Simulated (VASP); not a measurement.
Set up this calculation in VASP 6.6.1, as the native input.

```
Task                   : single point
Functional             : PBE
Potentials or basis    : VASP PAW PBE potentials, release 64 (Zr_sv, Br, Cl)
Cutoff                 : 520 eV
k mesh                 : 8 × 8 × 8
Occupations            : gaussian, width 0.1 eV
Spin                   : no spin polarisation
Dipole correction      : no
Further INCAR settings : ALGO = Normal; EDIFF = 1e-06; NBANDS = 35
```

The structure of Zr2Br3Cl lies in POSCAR:

```
Zr2Br3Cl
1.0
    2.9855210653     -5.5017299650      0.0000000000
    2.9855210653      5.5017299650      0.0000000000
    0.0000000000      0.0000000000      4.6795218600
Zr Br Cl
2 3 1
Direct
    0.5000000000      0.0000000000      0.5000000000
    0.0000000000      0.5000000000      0.5000000000
    0.6936757118      0.3063242882      0.0000000000
    0.3063242882      0.6936757118      0.0000000000
    0.5000000000      0.5000000000      0.5000000000
    0.0000000000      0.0000000000      0.0000000000
```

The cell was generated, and may not be a known phase.

These files were run (other wordings do the same):

INCAR

```
SYSTEM = Zr2Br3Cl
ALGO = Normal
EDIFF = 1E-6
ENCUT = 520
GGA = PE
ISIF = 2
ISMEAR = 0
LASPH = .True.
LCHARG = .False.
LREAL = .False.
LWAVE = .False.
NBANDS = 35
NELM = 80
PREC = Accurate
SIGMA = 0.1
```

KPOINTS

```
k-points
0
Gamma
  8 8 8
  0 0 0
```

Potentials or basis: VASP PAW PBE potentials, release 64 (Zr_sv, Br, Cl).

Command:

```console
$ cat potpaw_PBE.64/Zr_sv/POTCAR potpaw_PBE.64/Br/POTCAR potpaw_PBE.64/Cl/POTCAR > POTCAR
$ mpirun -np 1 vasp_std > vasp.out
```

It gave:

```
Pressure               : 0.0 GPa
Band gap on the k mesh : zero (bands 26 and 27 overlap by 0.84 eV)
```

Run time: 4.7 min on 1 thread of Intel(R) Xeon(R) 6975P-C (Granite Rapids), with other jobs on the host, peak memory 0.61 GiB.
